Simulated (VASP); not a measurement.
Write the native input for VASP 6.6.1 that does the following.

| Item | Value |
| --- | --- |
| Task | single point |
| Functional | PBE |
| Potentials or basis | VASP PAW PBE potentials, release 64 (Zr_sv, C) |
| Cutoff | 520 eV |
| k mesh | 12 × 12 × 12 |
| Occupations | gaussian, width 0.05 eV |
| Spin | no spin polarisation |
| Dipole correction | no |
| k mesh for the DOS | 18 × 18 × 18 |
| Occupations for the DOS | tetrahedron |
| Further INCAR settings | ALGO = Normal; EDIFF = 1e-07; NBANDS = 15 |

ZrC:

```
Zr C
1.0
     3.26953    0.00000    0.00000
    -1.63477    2.83150    0.00000
     0.00000    0.00000    2.93973
Zr C
1 1
Direct
  0.00000 0.00000 0.00000
  0.66667 0.33333 0.50000
```

The input as run:

POSCAR

```
ZrC
1.0
    3.2695327460      0.0000000000      0.0000000000
   -1.6347663730      2.8314984165      0.0000000000
    0.0000000000      0.0000000000      2.9397343753
Zr C
1 1
Direct
    0.0000000000      0.0000000000      0.0000000000
    0.6666666667      0.3333333333      0.5000000000
```

INCAR.step1

```
SYSTEM = ZrC
PREC     = Accurate       ! precision mode
ENCUT    = 520            ! plane-wave cutoff, eV
EDIFF    = 1E-7           ! SCF threshold, eV
ISMEAR   = 0              ! smearing method
SIGMA    = 0.05           ! smearing width, eV
LREAL    = .FALSE.        ! projectors in reciprocal space
LASPH    = .TRUE.         ! aspherical terms in the spheres
NELM     = 80             ! most SCF steps
ALGO     = Normal         ! electronic algorithm
ISIF     = 2              ! what is computed and relaxed
LWAVE    = .FALSE.        ! write WAVECAR
LCHARG   = .TRUE.         ! write CHGCAR
LMAXMIX  = 4              ! l up to which the mixer works
GGA      = PE             ! functional
NBANDS   = 15             ! bands
```

KPOINTS.step1

```
regular mesh
0
G
  12 12 12
  0 0 0
```

INCAR.step2

```
SYSTEM = ZrC
PREC     = Accurate       ! precision mode
ENCUT    = 520            ! plane-wave cutoff, eV
EDIFF    = 1E-7           ! SCF threshold, eV
ISMEAR   = -5             ! smearing method
SIGMA    = 0.05           ! smearing width, eV
LREAL    = .FALSE.        ! projectors in reciprocal space
LASPH    = .TRUE.         ! aspherical terms in the spheres
NELM     = 80             ! most SCF steps
ALGO     = Normal         ! electronic algorithm
ISIF     = 2              ! what is computed and relaxed
LWAVE    = .FALSE.        ! write WAVECAR
LCHARG   = .FALSE.        ! write CHGCAR
LMAXMIX  = 4              ! l up to which the mixer works
GGA      = PE             ! functional
LORBIT   = 11             ! projections on sites
NBANDS   = 15             ! bands
NEDOS    = 1001           ! points of the DOS
ICHARG   = 11             ! starting density
```

KPOINTS.step2

```
regular mesh
0
G
  18 18 18
  0 0 0
```

Potentials or basis: VASP PAW PBE potentials, release 64 (Zr_sv, C).

Command:

```bash
$ cat potpaw_PBE.64/Zr_sv/POTCAR potpaw_PBE.64/C/POTCAR > POTCAR
$ cp INCAR.step1 INCAR
$ cp KPOINTS.step1 KPOINTS
$ mpirun -np 1 vasp_std > vasp.out
$ cp INCAR.step2 INCAR
$ cp KPOINTS.step2 KPOINTS
$ mpirun -np 1 vasp_std > vasp.out
```

Results of the run:

```yaml
Valence_electrons_inside_the_program's_atomic_spheres: Zr 9.86; C 2.33
```

Run time: 2.4 min on 1 thread of Intel Xeon 8259CL (shared host), peak memory 0.27 GiB.
